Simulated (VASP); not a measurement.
Runs of VASP 6.6.1 on Rh. The structure is cubic, space group Fm-3m (No. 225). The conventional cell has a = 3.796 Å, b = 3.796 Å, c = 3.796 Å, α = 90.00°, β = 90.00°, γ = 90.00°. Within 3.5 Å of Rh (site symmetry m-3m) lie 12 Rh at 2.68 Å. 

```tsv
smearing	gap on the mesh (eV)	pressure (GPa)
gaussian 0.3 eV	none	(a)
gaussian 0.2 eV	none	7.8
gaussian 0.1 eV	none	7.5
gaussian 0.05 eV	none	7.5
```

Alike in all rows: task single point; level PBE; potentials or basis VASP PAW PBE potentials, release 64 (Rh_pv); no spin polarisation; cell as given; k mesh 15 × 15 × 15; cutoff (eV) 520.

Question: Fill in the values left out.

Answer: (a) 8.1.

A k mesh can miss the band edges, and the runs leave out spin-orbit coupling on Rh.

A gap of «none» marks levels without a gap at the run's occupations.
